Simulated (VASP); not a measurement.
Wanted: the native input for a VASP 6.6.1 run.

```yaml
Task: single point
Functional: r2SCAN
Potentials_or_basis: VASP PAW PBE potentials, release 64 (Be, S)
Cutoff: 520 eV
k_mesh: 6 × 6 × 6
Occupations: fermi-dirac, width 0.02 eV
Spin: no spin polarisation
Dipole_correction: no
Further_INCAR_settings: ALGO = Normal; EDIFF = 1e-06; NBANDS = 11
```

BeS:

```
Be S
1.0
     2.94139    0.00000    0.00000
     0.00000    2.94139    0.00000
     0.00000    0.00000    2.94139
Be S
1 1
Direct
  0.00000 0.00000 0.00000
  0.50000 0.50000 0.50000
```

These files were run (other wordings do the same):

POSCAR

```
BeS
1.0
    2.9413850405      0.0000000000      0.0000000000
    0.0000000000      2.9413850405      0.0000000000
    0.0000000000      0.0000000000      2.9413850405
Be S
1 1
Direct
    0.0000000000      0.0000000000      0.0000000000
    0.5000000000      0.5000000000      0.5000000000
```

INCAR.step1

```
PREC = Accurate
ENCUT = 520
ISMEAR = -1
SIGMA = 0.02
LREAL = F
LASPH = T
NELM = 100
NBANDS = 11
GGA = PE
ALGO = Normal
EDIFF = 1E-4
LWAVE = T
LCHARG = F
```

INCAR.step2

```
PREC = Accurate
ENCUT = 520
EDIFF = 1E-6
ISMEAR = -1
SIGMA = 0.02
LREAL = F
LASPH = T
NELM = 100
ALGO = Normal
ISIF = 2
LWAVE = F
LCHARG = F
METAGGA = R2SCAN
LMIXTAU = T
NBANDS = 11
ISTART = 1
```

KPOINTS

```
Automatic mesh
0
Gamma
  6 6 6
```

Potentials or basis: VASP PAW PBE potentials, release 64 (Be, S).

Run with:

```bash
$ cat potpaw_PBE.64/Be/POTCAR potpaw_PBE.64/S/POTCAR > POTCAR
$ cp INCAR.step1 INCAR
$ mpirun -np 1 vasp_std > vasp.out
$ cp INCAR.step2 INCAR
$ mpirun -np 1 vasp_std > vasp.out
```

Results of the run:

```json
{
 "Pressure": "-1.0 GPa",
 "Band gap on the k mesh": "zero (band 4 reaches 7.78 eV, above the bottom of band 5 at 6.67 eV)"
}
```

Caveat: the PAW data sets were made with another functional, which shifts forces and pressure a little.

Run time: 11 s on 1 thread of Intel(R) Xeon(R) Platinum 8488C (Sapphire Rapids), with other jobs on the host, peak memory 0.13 GiB.
